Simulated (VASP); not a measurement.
A run of VASP 6.6.1 is set up as follows.

Contents of INCAR:

```
ALGO = Normal
EDIFF = 1E-6
ENCUT = 520
GGA = PS
ISIF = 2
ISMEAR = 0
ISPIN = 2
LASPH = True
LCHARG = False
LORBIT = 11
LREAL = False
LWAVE = False
MAGMOM = 3.24 3.24 3.24 3.24
NBANDS = 22
NELM = 150
PREC = Accurate
SIGMA = 0.05
```

File KPOINTS:

```
k-points
0
Gamma
  4 4 4
```

POSCAR

```
N
1.0
    5.9229317553     -0.6338192653     -0.6338192653
   -0.6338192653      5.9229317553     -0.6338192653
   -0.6338192653     -0.6338192653      5.9229317553
N
4
Direct
    0.0000638858      0.0000638858      0.0000638858
    0.4999361142      0.9999361142      0.5000638858
    0.5000638858      0.4999361142      0.9999361142
    0.9999361142      0.5000638858      0.4999361142
```

Potentials or basis: VASP PAW PBE potentials, release 64 (N).

Command:

```bash
$ cat potpaw_PBE.64/N/POTCAR > POTCAR
$ mpirun -np 1 vasp_std > vasp.out
```

Predict the net moment.

12.00 μB per cell.

Estimate the pressure.

0.0 GPa.

Caveat: the PAW data sets were made with another functional, which shifts forces and pressure a little.
